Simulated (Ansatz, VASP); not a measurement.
**Sn in VASP and in Ansatz**

File INCAR:

```
SYSTEM = Sn
ALGO = Normal ; EDIFF = 1E-7
ENCUT = 520 ; GGA = RE
ISIF = 2 ; ISMEAR = -1
LASPH = .True. ; LCHARG = .False.
LREAL = .False. ; LWAVE = .False.
NBANDS = 13 ; NELM = 100
PREC = Accurate ; SIGMA = 0.1
```

The input KPOINTS:

```
k-points
0
Gamma
  11 11 11
  0 0 0
```

POSCAR

```
Sn
1.0
    3.1057489399      0.0000000000      0.0000000000
    0.0000000000      3.1057489399      0.0000000000
    0.0000000000      0.0000000000      3.1057489399
Sn
1
Direct
    0.0000000000      0.0000000000      0.0000000000
```

Input for Ansatz:

```yaml
crystal:
  lattice:
    - [3.1057489399, 0.0, 0.0]
    - [0.0, 3.1057489399, 0.0]
    - [0.0, 0.0, 3.1057489399]
  atoms:
    - { symbol: Sn, position: [0.0, 0.0, 0.0] }
hamiltonian:
  xc: revpbe
  pseudopotentials:
    kind: paw
    azcp:
      Sn: "pseudopotentials/Sn.paw.azcp"
basis:
  ecutwfc: 420
  fft_grid_basis: typed
kpoints:
  mp_grid: { grid: [11, 11, 11], shift: [0, 0, 0] }
magnetization:
  spin_polarized: false
scf:
  occupations: { method: fermi_dirac, width: 0.1 }
  lower_state_search: "off"
output:
  stress: true
```

Alike in both runs: task single point; functional revPBE; k mesh 11 × 11 × 11; occupations fermi-dirac, width 0.1 eV; no spin polarisation.

|  | VASP | Ansatz |
| --- | --- | --- |
| version | VASP 6.6.1 | Ansatz 0.2.0 |
| potentials or method | VASP PAW PBE potentials, release 64 (Sn_d), cutoff 520 eV | plane waves (420 eV) with PAW, scalar-relativistic |
| valence electrons in the cell | 14 | 14 |

|  | VASP | Ansatz | Ansatz less VASP |
| --- | --- | --- | --- |
| pressure (GPa) | 0.3 | 0.4 | +0.03 |

VASP's potentials were made for PBE, not for revPBE. The functional is the same, so the differences come from potentials, cutoffs and numerics.
